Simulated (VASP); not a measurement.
# Zr (Pm-3m) in VASP: notebook

Zr is run at these levels: PBE; tasks: single point.

All numbers are computed with VASP 6.6.1; they aren't measurements. Logs are shortened: lines on timing, memory, paths and dates and some standing lists are left out, and cuts for length are marked.

## (1) The cell of the first run

Symmetry: Pm-3m, No. 221, cubic system. Conventional cell: a = 2.650 Å, b = 2.650 Å, c = 2.650 Å, α = 90.00°, β = 90.00°, γ = 90.00°. Zr (site symmetry m-3m) has 6 Zr at 2.65 Å within 3.5 Å.

## (2) Single point, PBE (volume scaled by 0.75)

The input, INCAR:

```
  PREC = Accurate
  ENCUT = 520
  EDIFF = 1E-7
  ISMEAR = -1
  SIGMA = 0.1
  LREAL = False
  LASPH = True
  NELM = 80
  ALGO = Normal
  ISIF = 2
  LWAVE = False
  LCHARG = False
  GGA = PE
  NBANDS = 12
```

The input, KPOINTS:

```
Automatic mesh
0
Gamma
  14 14 14
```

The input, POSCAR:

```
Zr
1.0
    2.6495173786      0.0000000000      0.0000000000
    0.0000000000      2.6495173786      0.0000000000
    0.0000000000      0.0000000000      2.6495173786
Zr
1
Direct
    0.0000000000      0.0000000000      0.0000000000
```

Potentials or basis: VASP PAW PBE potentials, release 64 (Zr_sv).

Started as:

```sh
> cat potpaw_PBE.64/Zr_sv/POTCAR > POTCAR
> mpirun -np 1 vasp_std > vasp.out
```

OUTCAR:

```text
PREC = Accurate
   ENCUT = 520
   EDIFF = 1E-7
   ISMEAR = -1
   LREAL = False
   LASPH = True
   NELM = 80
   ISIF = 2
   GGA = PE

 ion  position               nearest neighbor table
   1  0.000  0.000  0.000-

  LATTYP: Found a simple cubic cell.
 ALAT       =     2.6495173786

  Lattice vectors:

 A1 = (   2.6495173786,   0.0000000000,   0.0000000000)
 A2 = (   0.0000000000,   2.6495173786,   0.0000000000)
 A3 = (   0.0000000000,   0.0000000000,   2.6495173786)

Analysis of symmetry for initial positions (statically):
=====================================================================
 Subroutine PRICEL returns:
 Original cell was already a primitive cell.

 Routine SETGRP: Setting up the symmetry group for a
 simple cubic supercell.

 Subroutine GETGRP returns: Found 48 space group operations
 (whereof 48 operations were pure point group operations)
 out of a pool of 48 trial point group operations.

The static configuration has the point symmetry O_h .

Analysis of symmetry for dynamics (positions and initial velocities):
=====================================================================
 Subroutine PRICEL returns:
 Original cell was already a primitive cell.

 Routine SETGRP: Setting up the symmetry group for a
 simple cubic supercell.

 Subroutine GETGRP returns: Found 48 space group operations
 (whereof 48 operations were pure point group operations)
 out of a pool of 48 trial point group operations.

The dynamic configuration has the point symmetry O_h .

 Subroutine INISYM returns: Found 48 space group operations
 (whereof 48 operations are pure point group operations),
 and found     1 'primitive' translations

----------------------------------------------------------------------------------------

                                     Primitive cell

  volume of cell :      18.5995

  direct lattice vectors                    reciprocal lattice vectors
     2.649517379  0.000000000  0.000000000     0.377427228  0.000000000  0.000000000
     0.000000000  2.649517379  0.000000000     0.000000000  0.377427228  0.000000000
     0.000000000  0.000000000  2.649517379     0.000000000  0.000000000  0.377427228

  length of vectors
     2.649517379  2.649517379  2.649517379     0.377427228  0.377427228  0.377427228

  position of ions in fractional coordinates (direct lattice)
     0.000000000  0.000000000  0.000000000

  ion indices of the primitive-cell ions
   primitive index   ion index
                 1           1

----------------------------------------------------------------------------------------

 KPOINTS: Automatic mesh

Automatic generation of k-mesh.
 Grid dimensions read from file:
 generate k-points for:   14   14   14

 Generating k-lattice:

  Cartesian coordinates                     Fractional coordinates (reciprocal lattice)
     0.026959088  0.000000000  0.000000000     0.071428571  0.000000000  0.000000000
     0.000000000  0.026959088  0.000000000     0.000000000  0.071428571  0.000000000
     0.000000000  0.000000000  0.026959088     0.000000000  0.000000000  0.071428571

  Length of vectors
     0.026959088  0.026959088  0.026959088

  Shift w.r.t. Gamma in fractional coordinates (k-lattice)
     0.000000000  0.000000000  0.000000000

 Subroutine IBZKPT returns following result:
 ===========================================

 Found    120 irreducible k-points:

 Following reciprocal coordinates:
            Coordinates               Weight
  0.000000  0.000000  0.000000      1.000000
  0.071429  0.000000  0.000000      6.000000
  0.142857  0.000000  0.000000      6.000000
  0.214286  0.000000  0.000000      6.000000
  0.285714  0.000000  0.000000      6.000000
  0.357143  0.000000  0.000000      6.000000
[... 16 lines left out ...]
  0.285714  0.214286  0.000000     24.000000
  0.357143  0.214286  0.000000     24.000000
 [... further k-points ...]
   k-points           NKPTS =    120   k-points in BZ     NKDIM =    120   number of bands    NBANDS=     12
   number of dos      NEDOS =    301   number of ions     NIONS =      1
   total plane-waves  NPLWV =   8000
   dimension x,y,z NGX =    20 NGY =   20 NGZ =   20
   dimension x,y,z NGXF=    40 NGYF=   40 NGZF=   40
   ions per type =               1
   NGX,Y,Z   is equivalent  to a cutoff of  12.55, 12.55, 12.55 a.u.
   NGXF,Y,Z  is equivalent  to a cutoff of  25.10, 25.10, 25.10 a.u.
 SYSTEM =  unknown system
   PREC   = accura    normal or accurate (medium, high low for compatibility)
   ISTART =      0    job   : 0-new  1-cont  2-samecut
   ICHARG =      2    charge: 1-file 2-atom 10-const
   ISPIN  =      1    spin polarized calculation?
   LNONCOLLINEAR =      F non collinear calculations
   LSORBIT =      F    spin-orbit coupling
   LASPH  =      T    aspherical Exc in radial PAW
   ENCUT  =  520.0 eV  38.22 Ry    6.18 a.u.   4.93  4.93  4.93*2*pi/ulx,y,z
   NELM   =     80;   NELMIN=  2; NELMDL= -5     # of ELM steps
   EDIFF  = 0.1E-06   stopping-criterion for ELM
   LREAL  =      F    real-space projection
   EDIFFG = 0.1E-05   stopping-criterion for IOM
   NSW    =      0    number of steps for IOM
   IBRION =     -1    ionic relax: 0-MD 1-quasi-New 2-CG
   NFREE  =      0    steps in history (QN), initial steepest desc. (CG)
   ISIF   =      2    stress and relaxation
   ISYM   =      2    0-nonsym 1-usesym 2-fastsym
   POTIM  = 0.5000    time-step for ionic-motion
   TEBEG  =    0.0;   TEEND  =   0.0 temperature during run
   PSTRESS=    0.0 pullay stress
   NELECT =      12.0000    total number of electrons
   NUPDOWN=      -1.0000    fix difference up-down
   EMIN   =  10.00;   EMAX   =-10.00  energy-range for DOS
   EFERMI =   0.00;   METHOD = LEGACY
   ISMEAR =    -1;   SIGMA  =   0.10  broadening in eV -4-tet -1-fermi 0-gaus
   EFERMI_NEDOS =   21; number of points for ismear=-14 and -15
   IALGO  =     38    algorithm
   IMIX   =      4    mixing-type and parameters
     AMIX     =   0.40;   BMIX     =  1.00
     AMIX_MAG =   1.60;   BMIX_MAG =  1.00
  volume/ion in A,a.u.               =      18.60       125.52
  Fermi-wavevector in a.u.,A,eV,Ry     =   1.414605  2.673216 27.226712  2.001107
  Thomas-Fermi vector in A             =   2.536130
   LORBIT       =      0    0 simple, 1 ext, 2 COOP (PROOUT), +10 PAW based schemes
   GGA     = PE    functional components
   LHFCALC =     F    Hartree Fock is set to
   AEXX    =    0.0000 exact exchange contribution
   IVDW    =     0    specifies the selected vdW correction
   LEPSILON=     F    determine dielectric tensor
   LRPA    =     F    only Hartree local field effects (RPA)
 non-spin polarized calculation
  energy-cutoff  :      520.00
  volume of cell :       18.60
 maximum number of plane-waves:       516
 NGX is ok and might be reduce to    20
   NGX =  9   NGY =  9   NGZ =  9

 number of electron      12.0000001 magnetization

 Free energy of the ion-electron system (eV)
  ---------------------------------------------------
  ext. energy  EPLUGINS =         0.00000000
  ---------------------------------------------------
  free energy    TOTEN  =        -7.15094914 eV

  energy without entropy =       -7.10509263  energy(sigma->0) =       -7.12802089

 E-fermi :  11.3817     XC(G=0): -12.0488

 val. band max:       11.3803574578   @ k =   0.4286   0.3571   0.2143
 cond. band min:      11.3871637660   @ k =   0.4286   0.1429   0.0000
 fundamental gap:      0.0068063082
 Fermi energy:        11.3816592724

 k-point     1 :       0.0000    0.0000    0.0000
  band No.  band energies     occupation
      1     -37.1797      2.00000
      2     -13.8733      2.00000
      3     -13.8733      2.00000
      4     -13.8733      2.00000
      5       6.0564      2.00000
      6       8.8209      2.00000
      7       8.8209      2.00000
      8      18.8785      0.00000
      9      18.8785      0.00000
     10      18.8785      0.00000
     11      26.7608      0.00000
     12      26.7608      0.00000

 k-point     2 :       0.0714    0.0000    0.0000
  band No.  band energies     occupation
      1     -37.1614      2.00000
      2     -14.0204      2.00000
      3     -13.8609      2.00000
      4     -13.8609      2.00000
      5       6.2306      2.00000
      6       8.8709      2.00000
      7       9.0473      2.00000
      8      18.5132      0.00000
      9      18.5132      0.00000
     10      18.9018      0.00000
     11      26.0351      0.00000
     12      27.1745      0.00000

 k-point     3 :       0.1429    0.0000    0.0000
  band No.  band energies     occupation
      1     -37.1095      2.00000
      2     -14.4186      2.00000
      3     -13.8260      2.00000
      4     -13.8260      2.00000
      5       6.6831      2.00000
      6       9.0146      2.00000
      7       9.7207      2.00000
      8      17.6459      0.00000
      9      17.6459      0.00000
     10      18.9678      0.00000
     11      24.5590      0.00000
     12      28.1637      0.00000
[... 286 lines left out ...]
 k-point    23 :       0.2857    0.2143    0.0000
  band No.  band energies     occupation
      1     -36.8042      2.00000
      2     -15.3885      2.00000
      3     -14.7553      2.00000
      4     -13.6240      2.00000
      5       8.7681      2.00000
      6      10.3640      1.99992
      7      12.5014      0.00003
      8      14.6383      0.00000
      9      15.9883      0.00000
     10      17.1974      0.00000
     11      23.5424      0.00000
     12      26.3012      0.00000

 k-point    24 :       0.3571    0.2143    0.0000
  band No.  band energies     occupation
      1     -36.7262      2.00000
      2     -15.8589      2.00000
      3     -14.6881      2.00000
      4     -13.5734      2.00000
      5       9.1313      2.00000
      6      10.2975      1.99996
      7      12.6178      0.00001
      8      15.3198      0.00000
      9      15.5395      0.00000
     10      17.3237      0.00000
     11      22.9740      0.00000
     12      27.1053      0.00000

 [... further k-points ...]
[... 5 lines left out ...]
  --------------------------------------------------------------------------------------
  -------------------------------------------------------------------------------------
  Total        3.8828560      3.8828560      3.8828560      0.0000000     -0.0000000      0.0000000
  in kB      334.4733767    334.4733767    334.4733767      0.0000000     -0.0000000      0.0000000
  external PRESSURE =     334.4733767 kB  Pullay stress =       0.0000000 kB

 VOLUME and BASIS-vectors are now :
 -----------------------------------------------------------------------------
  energy-cutoff  :      520.00
  volume of cell :       18.60
      direct lattice vectors                 reciprocal lattice vectors
     2.649517379  0.000000000  0.000000000     0.377427228  0.000000000  0.000000000
     0.000000000  2.649517379  0.000000000     0.000000000  0.377427228  0.000000000
     0.000000000  0.000000000  2.649517379     0.000000000  0.000000000  0.377427228

 POSITION                                       TOTAL-FORCE (eV/Angst)
 -----------------------------------------------------------------------------------
      0.00000      0.00000      0.00000         0.000000      0.000000      0.000000
 -----------------------------------------------------------------------------------
    total drift:                                0.000000      0.000000      0.000000

  FREE ENERGIE OF THE ION-ELECTRON SYSTEM (eV)
  ---------------------------------------------------
  free  energy   TOTEN  =        -7.1509491448 eV

  energy  without entropy=       -7.1050926295  energy(sigma->0) =       -7.12802089
```

Wall time 7.7 s (1 thread of Intel Xeon 6975P-C (Granite Rapids), shared host); peak memory 0.13 GiB.

Results:

- Free energy: -7.1509 eV
- Pressure: 33.4 GPa
- Band gap on the k mesh: zero (band 6 reaches 12.62 eV, above the bottom of band 7 at 8.81 eV)

## (3) Single point, PBE (volume scaled by 0.85)

The input, INCAR:

```
SYSTEM = Zr
ALGO = Normal
EDIFF = 1E-7
ENCUT = 520
GGA = PE
ISIF = 2
ISMEAR = -1
LASPH = .True.
LCHARG = .False.
LREAL = .False.
LWAVE = .False.
NBANDS = 12
NELM = 100
PREC = Accurate
SIGMA = 0.1
```

The input, KPOINTS:

```
k-points
0
Gamma
  14 14 14
  0 0 0
```

The input, POSCAR:

```
Zr
1.0
    2.7623963610      0.0000000000      0.0000000000
    0.0000000000      2.7623963610      0.0000000000
    0.0000000000      0.0000000000      2.7623963610
Zr
1
Direct
    0.0000000000      0.0000000000      0.0000000000
```

Potentials or basis: VASP PAW PBE potentials, release 64 (Zr_sv).

Started as:

```sh
> cat potpaw_PBE.64/Zr_sv/POTCAR > POTCAR
> mpirun -np 1 vasp_std > vasp.out
```

It took 8.3 s on 1 thread of Intel Xeon 6975P-C (Granite Rapids), shared host; peak memory 0.15 GiB.

Results (log left out):

```yaml
Free_energy: -7.5160 eV
Pressure: 15.1 GPa
Band_gap_on_the_k_mesh: zero (band 6 reaches 10.76 eV, above the bottom of band 7 at 7.68 eV)
```

Levels at points of the mesh, in eV from the Fermi level:
| k point | band 3 | band 4 | band 5 | band 6 | band 7 | band 8 | band 9 | band 10 |
| --- | --- | --- | --- | --- | --- | --- | --- | --- |
| (0.00, 0.00, 0.00) | -25.61 | -25.61 | -5.25 | -2.12 | -2.12 | 6.60 | 6.60 | 6.60 |
| (0.50, 0.00, 0.00) | -25.43 | -25.43 | -1.96 | -1.10 | 0.76 | 2.81 | 2.81 | 7.01 |
| (0.50, 0.50, 0.00) | -27.17 | -25.26 | -3.82 | -0.21 | 3.64 | 3.64 | 5.99 | 5.99 |
| (0.50, 0.50, 0.50) | -26.91 | -26.91 | -2.04 | -2.04 | -2.04 | 6.47 | 9.31 | 9.31 |

## (4) Single point, PBE (volume scaled by 0.95)

The input, INCAR:

```
SYSTEM = Zr
PREC     = Accurate       ! precision mode
ENCUT    = 520            ! plane-wave cutoff, eV
EDIFF    = 1E-7           ! SCF threshold, eV
ISMEAR   = -1             ! smearing method
SIGMA    = 0.1            ! smearing width, eV
LREAL    = .FALSE.        ! projectors in reciprocal space
LASPH    = .TRUE.         ! aspherical terms in the spheres
NELM     = 60             ! most SCF steps
ALGO     = Normal         ! electronic algorithm
ISIF     = 2              ! what is computed and relaxed
LWAVE    = .FALSE.        ! write WAVECAR
LCHARG   = .FALSE.        ! write CHGCAR
GGA      = PE             ! functional
NBANDS   = 12             ! bands
```

The input, KPOINTS:

```
Automatic mesh
0
G
  14 14 14
  0 0 0
```

The input, POSCAR:

```
Zr
1.0
    2.8667350285      0.0000000000      0.0000000000
    0.0000000000      2.8667350285      0.0000000000
    0.0000000000      0.0000000000      2.8667350285
Zr
1
Direct
    0.0000000000      0.0000000000      0.0000000000
```

Started as:

```sh
> cat potpaw_PBE.64/Zr_sv/POTCAR > POTCAR
> mpirun -np 1 vasp_std > vasp.out
```

Wall time 8.2 s (1 thread of Intel Xeon 6975P-C (Granite Rapids), shared host); peak memory 0.15 GiB.

The run converged. Its results:

* Free energy: -7.6576 eV
* Pressure: 3.9 GPa
* Band gap on the k mesh: zero (band 6 reaches 9.28 eV, above the bottom of band 7 at 6.74 eV)

Levels at points of the mesh, in eV from the Fermi level:
```csv
k point,band 4,band 5,band 6,band 7,band 8,band 9
"(0.00, 0.00, 0.00)",-25.92,-5.10,-1.78,-1.78,5.87,5.87
"(0.50, 0.00, 0.00)",-25.79,-2.00,-0.89,0.50,2.63,2.63
"(0.50, 0.50, 0.00)",-25.67,-3.21,-0.26,3.33,3.33,5.25
"(0.50, 0.50, 0.50)",-26.89,-1.64,-1.64,-1.64,6.55,8.18
```

## (5) The runs side by side

| cell | gap on the mesh (eV) | pressure (GPa) |
| --- | --- | --- |
| a = 2.650 Å, 1 atom | none | 33.4 |
| a = 2.762 Å, 1 atom | none | 15.1 |
| a = 2.867 Å, 1 atom | none | 3.9 |

Alike in all rows: task single point; level PBE; potentials or basis VASP PAW PBE potentials, release 64 (Zr_sv); no spin polarisation; k mesh 14 × 14 × 14; cutoff (eV) 520; smearing fermi-dirac 0.1 eV.

Total energies depend on the potentials used, so only differences within one code and one set of settings carry meaning.
